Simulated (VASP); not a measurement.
# Zr2Br3Cl (Cmmm) in VASP: further runs

Zr2Br3Cl is run at these levels: PBE; tasks: relaxation of cell and atoms, single point.

Program: VASP 6.6.1. These are calculated values, not measurements. Logs are shortened: lines on timing, memory, paths and dates and some standing lists are left out, and cuts for length are marked.

## 1. The cell of the first run

The structure is orthorhombic, space group Cmmm (No. 65). The conventional cell has a = 6.018 Å, b = 10.830 Å, c = 4.966 Å, α = 90.00°, β = 90.00°, γ = 90.00°. Zr (site symmetry 2/m) has 6 Br at 3.01 to 3.10 Å and 2 Zr at 3.01 Å and 4 Cl at 3.97 Å within 4.0 Å. Within 4.0 Å of Br (site symmetry m2m) lie 4 Zr at 3.01 Å and 5 Br at 3.14 to 3.85 Å and 3 Cl at 3.49 to 3.57 Å. Within 4.1 Å of Br (site symmetry mmm) lie 4 Zr at 3.10 Å and 4 Br at 3.14 Å and 4 Cl at 3.90 Å. Cl (site symmetry mmm) has 10 Br at 3.49 to 3.90 Å and 8 Zr at 3.97 Å within 4.6 Å.

The cell was generated, and may not be a known phase.

## 2. Relaxation of cell and atoms, PBE

The input, INCAR:

```
SYSTEM = Zr2Br3Cl
PREC = Accurate
ENCUT = 600
EDIFF = 1E-6
ISMEAR = 0
SIGMA = 0.1
LREAL = .FALSE.
LASPH = .TRUE.
NELM = 80
ALGO = Normal
ISIF = 3
LWAVE = .FALSE.
LCHARG = .FALSE.
GGA = PE
IBRION = 2
NSW = 90
EDIFFG = -0.04
```

The input, KPOINTS:

```
regular mesh
0
G
  4 4 4
  0 0 0
```

The input, POSCAR:

```
Zr2Br3Cl
1.0
    3.0088781200     -5.4150509800      0.0000000000
    3.0088781200      5.4150509800      0.0000000000
    0.0000000000      0.0000000000      4.9661756600
Zr Br Cl
2 3 1
Direct
    0.5000000000      0.0000000000      0.5000000000
    0.0000000000      0.5000000000      0.5000000000
    0.6779564000      0.3220436000      0.0000000000
    0.3220436000      0.6779564000      0.0000000000
    0.5000000000      0.5000000000      0.5000000000
    0.0000000000      0.0000000000      0.0000000000
```

Potentials or basis: VASP PAW PBE potentials, release 64 (Zr_sv, Br, Cl).

The run is started by

```bash
> cat potpaw_PBE.64/Zr_sv/POTCAR potpaw_PBE.64/Br/POTCAR potpaw_PBE.64/Cl/POTCAR > POTCAR
> mpirun -np 1 vasp_std > vasp.out
```

OUTCAR:

```text
SYSTEM = Zr2Br3Cl
   PREC = Accurate
   ENCUT = 600
   EDIFF = 1E-6
   ISMEAR = 0
   LREAL = .FALSE.
   LASPH = .TRUE.
   NELM = 80
   ISIF = 3
   GGA = PE
   IBRION = 2
   NSW = 90
   EDIFFG = -0.04

 ion  position               nearest neighbor table
   1  0.500  0.000  0.500-   3 3.01   4 3.01   3 3.01   4 3.01   2 3.01   2 3.01   5 3.10   5 3.10

   2  0.000  0.500  0.500-   3 3.01   4 3.01   3 3.01   4 3.01   1 3.01   1 3.01   5 3.10   5 3.10

   3  0.678  0.322  0.000-   1 3.01   2 3.01   1 3.01   2 3.01
   4  0.322  0.678  0.000-   1 3.01   2 3.01   1 3.01   2 3.01
   5  0.500  0.500  0.500-   1 3.10   2 3.10   1 3.10   2 3.10
   6  0.000  0.000  0.000-

  LATTYP: Found a base centered orthorhombic cell.
 ALAT       =     6.0177562400
 B/A-ratio  =     1.7996910357
 C/A-ratio  =     0.8252537095

  Lattice vectors:

 A1 = (   3.0088781200,  -5.4150509800,   0.0000000000)
 A2 = (   3.0088781200,   5.4150509800,   0.0000000000)
 A3 = (   0.0000000000,   0.0000000000,   4.9661756600)

Analysis of symmetry for initial positions (statically):
=====================================================================
 Subroutine PRICEL returns:
 Original cell was already a primitive cell.

 Routine SETGRP: Setting up the symmetry group for a
 base centered orthorhombic supercell.

 Subroutine GETGRP returns: Found  8 space group operations
 (whereof  8 operations were pure point group operations)
 out of a pool of  8 trial point group operations.

The static configuration has the point symmetry D_2h.

Analysis of symmetry for dynamics (positions and initial velocities):
=====================================================================
 Subroutine PRICEL returns:
 Original cell was already a primitive cell.

 Routine SETGRP: Setting up the symmetry group for a
 base centered orthorhombic supercell.

 Subroutine GETGRP returns: Found  8 space group operations
 (whereof  8 operations were pure point group operations)
 out of a pool of  8 trial point group operations.

The dynamic configuration has the point symmetry D_2h.

 Subroutine INISYM returns: Found  8 space group operations
 (whereof  8 operations are pure point group operations),
 and found     1 'primitive' translations

----------------------------------------------------------------------------------------

                                     Primitive cell

  volume of cell :     161.8301

  direct lattice vectors                    reciprocal lattice vectors
     3.008878120 -5.415050980  0.000000000     0.166174893 -0.092335234  0.000000000
     3.008878120  5.415050980  0.000000000     0.166174893  0.092335234  0.000000000
     0.000000000  0.000000000  4.966175660     0.000000000  0.000000000  0.201362189

  length of vectors
     6.194846621  6.194846621  4.966175660     0.190104946  0.190104946  0.201362189

  position of ions in fractional coordinates (direct lattice)
     0.500000000  0.000000000  0.500000000
     0.000000000  0.500000000  0.500000000
     0.677956400  0.322043600  0.000000000
     0.322043600  0.677956400  0.000000000
     0.500000000  0.500000000  0.500000000
     0.000000000  0.000000000  0.000000000

  ion indices of the primitive-cell ions
   primitive index   ion index
                 1           1
                 2           2
                 3           3
                 4           4
                 5           5
                 6           6

----------------------------------------------------------------------------------------

 KPOINTS: regular mesh

Automatic generation of k-mesh.
 Grid dimensions read from file:
 generate k-points for:    4    4    4

 Generating k-lattice:

  Cartesian coordinates                     Fractional coordinates (reciprocal lattice)
     0.041543723 -0.023083809  0.000000000     0.250000000  0.000000000  0.000000000
     0.041543723  0.023083809  0.000000000     0.000000000  0.250000000  0.000000000
     0.000000000  0.000000000  0.050340547     0.000000000  0.000000000  0.250000000

  Length of vectors
     0.047526237  0.047526237  0.050340547

  Shift w.r.t. Gamma in fractional coordinates (k-lattice)
     0.000000000  0.000000000  0.000000000

 Subroutine IBZKPT returns following result:
 ===========================================

 Found     21 irreducible k-points:

 Following reciprocal coordinates:
            Coordinates               Weight
  0.000000  0.000000  0.000000      1.000000
  0.250000  0.000000  0.000000      4.000000
  0.500000  0.000000  0.000000      2.000000
  0.250000  0.250000  0.000000      2.000000
  0.500000  0.250000  0.000000      4.000000
 -0.250000  0.250000  0.000000      2.000000
[... 13 lines left out ...]
 -0.250000  0.250000  0.500000      2.000000
  0.500000  0.500000  0.500000      1.000000
   k-points           NKPTS =     21   k-points in BZ     NKDIM =     21   number of bands    NBANDS=     31
   number of dos      NEDOS =    301   number of ions     NIONS =      6
   total plane-waves  NPLWV = 100000
   dimension x,y,z NGX =    50 NGY =   50 NGZ =   40
   dimension x,y,z NGXF=   100 NGYF=  100 NGZF=   80
   ions per type =               2   3   1
   NGX,Y,Z   is equivalent  to a cutoff of  13.42, 13.42, 13.39 a.u.
   NGXF,Y,Z  is equivalent  to a cutoff of  26.84, 26.84, 26.78 a.u.
 SYSTEM =  Zr2Br3Cl
   PREC   = accura    normal or accurate (medium, high low for compatibility)
   ISTART =      0    job   : 0-new  1-cont  2-samecut
   ICHARG =      2    charge: 1-file 2-atom 10-const
   ISPIN  =      1    spin polarized calculation?
   LNONCOLLINEAR =      F non collinear calculations
   LSORBIT =      F    spin-orbit coupling
   LASPH  =      T    aspherical Exc in radial PAW
   ENCUT  =  600.0 eV  44.10 Ry    6.64 a.u.  12.37 12.37  9.92*2*pi/ulx,y,z
   NELM   =     80;   NELMIN=  2; NELMDL= -5     # of ELM steps
   EDIFF  = 0.1E-05   stopping-criterion for ELM
   LREAL  =      F    real-space projection
   EDIFFG = -.4E-01   stopping-criterion for IOM
   NSW    =     90    number of steps for IOM
   IBRION =      2    ionic relax: 0-MD 1-quasi-New 2-CG
   NFREE  =      1    steps in history (QN), initial steepest desc. (CG)
   ISIF   =      3    stress and relaxation
   ISYM   =      2    0-nonsym 1-usesym 2-fastsym
   POTIM  = 0.5000    time-step for ionic-motion
   TEBEG  =    0.0;   TEEND  =   0.0 temperature during run
   PSTRESS=    0.0 pullay stress
   NELECT =      52.0000    total number of electrons
   NUPDOWN=      -1.0000    fix difference up-down
   EMIN   =  10.00;   EMAX   =-10.00  energy-range for DOS
   EFERMI =   0.00;   METHOD = LEGACY
   ISMEAR =     0;   SIGMA  =   0.10  broadening in eV -4-tet -1-fermi 0-gaus
   EFERMI_NEDOS =   21; number of points for ismear=-14 and -15
   IALGO  =     38    algorithm
   IMIX   =      4    mixing-type and parameters
     AMIX     =   0.40;   BMIX     =  1.00
     AMIX_MAG =   1.60;   BMIX_MAG =  1.00
  volume/ion in A,a.u.               =      26.97       182.01
  Fermi-wavevector in a.u.,A,eV,Ry     =   1.121303  2.118955 17.106874  1.257320
  Thomas-Fermi vector in A             =   2.257955
   LORBIT       =      0    0 simple, 1 ext, 2 COOP (PROOUT), +10 PAW based schemes
   GGA     = PE    functional components
   LHFCALC =     F    Hartree Fock is set to
   AEXX    =    0.0000 exact exchange contribution
   IVDW    =     0    specifies the selected vdW correction
   LEPSILON=     F    determine dielectric tensor
   LRPA    =     F    only Hartree local field effects (RPA)
 conjugate gradient relaxation of ions
 non-spin polarized calculation
 Gauss-broadening in eV      SIGMA  =   0.10
  energy-cutoff  :      600.00
  volume of cell :      161.83
 maximum number of plane-waves:      5428
 NGX is ok and might be reduce to    50
   NGX = 25   NGY = 25   NGZ = 19

--------------------------------------- Ionic step        1  -------------------------------------------

 number of electron      51.9999997 magnetization

 Free energy of the ion-electron system (eV)
  ---------------------------------------------------
  ext. energy  EPLUGINS =         0.00000000
  ---------------------------------------------------
  free energy    TOTEN  =       -26.11942969 eV

  energy without entropy =      -26.08551716  energy(sigma->0) =      -26.10247343

 E-fermi :   4.8035     XC(G=0):  -9.2747

 val. band max:        4.7961521963   @ k =   0.2500   0.2500   0.2500
 cond. band min:       4.8330344312   @ k =   0.5000   0.0000   0.2500
 fundamental gap:      0.0368822349
 Fermi energy:         4.8034622905

 k-point     1 :       0.0000    0.0000    0.0000
  band No.  band energies     occupation
      1     -45.6896      2.00000
      2     -45.6001      2.00000
      3     -23.8788      2.00000
      4     -23.8320      2.00000
      5     -23.7768      2.00000
      6     -23.7159      2.00000
[... 1005 lines left out ...]
 POSITION                                       TOTAL-FORCE (eV/Angst)
 -----------------------------------------------------------------------------------
      1.49682     -2.73412      2.34256         0.000000      0.000000     -0.000000
      1.49682      2.73412      2.34256        -0.000000      0.000000     -0.000000
      2.99364     -2.13479      0.00000        -0.000000     -0.002649      0.000000
      2.99364      2.13479      4.68511        -0.000000      0.002649      0.000000
      2.99364      0.00000      2.34256        -0.000000      0.000000     -0.000000
      0.00000     -0.00000      0.00000        -0.000000      0.000000     -0.000000
 -----------------------------------------------------------------------------------
    total drift:                               -0.000000     -0.000000      0.000000

  FREE ENERGIE OF THE ION-ELECTRON SYSTEM (eV)
  ---------------------------------------------------
  free  energy   TOTEN  =       -26.4178494154 eV

  energy  without entropy=      -26.3933574384  energy(sigma->0) =      -26.40560343

--------------------------------------- Ionic step        9  -------------------------------------------

 number of electron      52.0000001 magnetization

 Free energy of the ion-electron system (eV)
  ---------------------------------------------------
  ext. energy  EPLUGINS =         0.00000000
  ---------------------------------------------------
  free energy    TOTEN  =       -26.41841195 eV

  energy without entropy =      -26.39396065  energy(sigma->0) =      -26.40618630

 E-fermi :   5.3317     XC(G=0):  -9.4658

 val. band max:        5.3303199979   @ k =   0.5000   0.0000   0.5000
 cond. band min:       5.3551343295   @ k =  -0.2500   0.2500   0.5000
 fundamental gap:      0.0248143316
 Fermi energy:         5.3317034540

 k-point     1 :       0.0000    0.0000    0.0000
  band No.  band energies     occupation
      1     -45.0514      2.00000
      2     -44.9549      2.00000
      3     -23.2792      2.00000
      4     -23.2389      2.00000
      5     -23.1584      2.00000
      6     -23.1377      2.00000
[... 725 lines left out ...]
 POSITION                                       TOTAL-FORCE (eV/Angst)
 -----------------------------------------------------------------------------------
      1.49753     -2.74156      2.34374         0.000000     -0.000000      0.000000
      1.49753      2.74156      2.34374        -0.000000      0.000000      0.000000
      2.99507     -2.13467      0.00000        -0.000000     -0.028618     -0.000000
      2.99507      2.13467      0.00000        -0.000000      0.028618     -0.000000
      2.99507      0.00000      2.34374        -0.000000      0.000000      0.000000
      0.00000     -0.00000      0.00000        -0.000000     -0.000000      0.000000
 -----------------------------------------------------------------------------------
    total drift:                               -0.000000     -0.000000      0.000000

  FREE ENERGIE OF THE ION-ELECTRON SYSTEM (eV)
  ---------------------------------------------------
  free  energy   TOTEN  =       -26.4184119530 eV

  energy  without entropy=      -26.3939606537  energy(sigma->0) =      -26.40618630

 reached required accuracy - stopping structural energy minimisation
```

Wall time 7.9 min (1 thread of Intel Xeon 6975P-C (Granite Rapids), shared host); peak memory 0.39 GiB.

Results:

```
Free energy                           : -26.4184 eV
Relaxed volume                        : 25.66 Å³/atom
Relaxed cell                          : a = 6.248 Å, b = 6.248 Å, c = 4.687 Å, α = 90.00°, β = 90.00°, γ = 122.71°
Space group after relaxing (to 0.1 Å) : Cmmm (No. 65)
Energy gained by relaxing             : 49.8 meV/atom
Ionic steps                           : 9
Pressure after relaxing               : 0.0 GPa
Largest force after relaxing          : 0.029 eV/Å
Band gap on the k mesh                : zero (bands 26 and 27 overlap by 0.72 eV)
```

Forces on the atoms (eV/Å):
```
Zr   0.000  0.000  0.000
Zr   0.000  0.000  0.000
Br   0.000 -0.029  0.000
Br   0.000  0.029  0.000
Br   0.000  0.000  0.000
Cl   0.000  0.000  0.000
```

Step by step:
| step | energy change (eV) | largest force (eV/Å) | pressure (GPa) | volume (Å³) |
| --- | --- | --- | --- | --- |
| 1 | 0.0000 | 0.6701 | -3.20 | 161.83 |
| 2 | -0.1948 | 0.4973 | 0.84 | 149.48 |
| 3 | -0.1948 | 0.4985 | 0.82 | 149.55 |
| 4 | -0.2358 | 0.4075 | 0.59 | 150.76 |
| 5 | -0.2789 | 0.1844 | 0.20 | 153.74 |
| 6 | -0.2924 | 0.1294 | -0.38 | 155.22 |
| 7 | -0.2935 | 0.1081 | -0.58 | 155.77 |
| 8 | -0.2984 | 0.0026 | 0.20 | 153.39 |
| 9 | -0.2990 | 0.0286 | 0.01 | 153.96 |

Final structure:
```xyz
6
Lattice="2.9951 -5.4831 0.0000 2.9951 5.4831 0.0000 0.0000 0.0000 4.6875" Properties=species:S:1:pos:R:3 pbc="T T T"
Zr    1.4975   -2.7416    2.3437
Zr    1.4975    2.7416    2.3437
Br    2.9951   -2.1347    0.0000
Br    2.9951    2.1347    0.0000
Br    2.9951    0.0000    2.3437
Cl    0.0000    0.0000    0.0000
```

Levels at points of the mesh, in eV from the Fermi level:
| k point | band 24 | band 25 | band 26 | band 27 | band 28 | band 29 |
| --- | --- | --- | --- | --- | --- | --- |
| (0.00, 0.00, 0.00) | -1.84 | -1.65 | -1.17 | -0.58 | 0.28 | 0.35 |
| (0.50, 0.00, 0.00) | -1.97 | -0.33 | 0.14 | 0.26 | 0.31 | 0.37 |
| (0.50, 0.50, 0.00) | -1.95 | -1.90 | -0.19 | 0.21 | 0.40 | 1.81 |
| (0.00, 0.00, 0.50) | -1.83 | -1.76 | -0.80 | -0.17 | 0.03 | 0.63 |
| (0.50, 0.00, 0.50) | -1.54 | -0.11 | -0.07 | 0.00 | 0.41 | 0.58 |
| (0.50, 0.50, 0.50) | -2.19 | -1.88 | -0.70 | 0.03 | 0.08 | 0.80 |

## 3. Single point, PBE

This run uses another cell than the first one, of 25.62 Å³/atom.

The input, INCAR:

```
SYSTEM = Zr2Br3Cl
ALGO = Normal
EDIFF = 1E-6
ENCUT = 520
GGA = PE
ISIF = 2
ISMEAR = 0
LASPH = .True.
LCHARG = .False.
LREAL = .False.
LWAVE = .False.
NBANDS = 35
NELM = 80
PREC = Accurate
SIGMA = 0.1
```

The input, KPOINTS:

```
k-points
0
Gamma
  8 8 8
  0 0 0
```

The input, POSCAR:

```
Zr2Br3Cl
1.0
    2.9855210653     -5.5017299650      0.0000000000
    2.9855210653      5.5017299650      0.0000000000
    0.0000000000      0.0000000000      4.6795218600
Zr Br Cl
2 3 1
Direct
    0.5000000000      0.0000000000      0.5000000000
    0.0000000000      0.5000000000      0.5000000000
    0.6936757118      0.3063242882      0.0000000000
    0.3063242882      0.6936757118      0.0000000000
    0.5000000000      0.5000000000      0.5000000000
    0.0000000000      0.0000000000      0.0000000000
```

Potentials or basis: VASP PAW PBE potentials, release 64 (Zr_sv, Br, Cl).

The run is started by

```bash
> cat potpaw_PBE.64/Zr_sv/POTCAR potpaw_PBE.64/Br/POTCAR potpaw_PBE.64/Cl/POTCAR > POTCAR
> mpirun -np 1 vasp_std > vasp.out
```

Wall time 4.7 min (1 thread of Intel Xeon 6975P-C (Granite Rapids), shared host); peak memory 0.61 GiB.

Results (log left out):

| Property | Result |
| --- | --- |
| Free energy | -26.4792 eV |
| Pressure | 0.0 GPa |
| Band gap on the k mesh | zero (bands 26 and 27 overlap by 0.84 eV) |

Forces in eV/Å, atoms in the order of the input:
```
Zr   0.000  0.000  0.000
Zr   0.000  0.000  0.000
Br   0.000  0.002  0.000
Br   0.000 -0.002  0.000
Br   0.000  0.000  0.000
Cl   0.000  0.000  0.000
```

Levels at points of the mesh, in eV from the Fermi level:
```tsv
k point	band 23	band 24	band 25	band 26	band 27	band 28	band 29	band 30
(0.00, 0.00, 0.00)	-2.13	-1.80	-1.65	-1.15	-0.57	0.29	0.37	0.51
(0.50, 0.00, 0.00)	-2.41	-1.95	-0.30	0.19	0.28	0.33	0.40	0.53
(0.50, 0.50, 0.00)	-2.01	-1.94	-1.86	-0.17	0.21	0.41	1.85	2.00
(0.00, 0.00, 0.50)	-2.02	-1.81	-1.76	-0.79	-0.14	0.06	0.67	0.68
(0.50, 0.00, 0.50)	-1.97	-1.53	-0.07	-0.05	0.04	0.44	0.60	0.79
(0.50, 0.50, 0.50)	-2.30	-2.16	-1.86	-0.68	0.05	0.09	0.82	0.95
```

The gap in the log of VASP goes by the Fermi energy; the results here count the filled bands.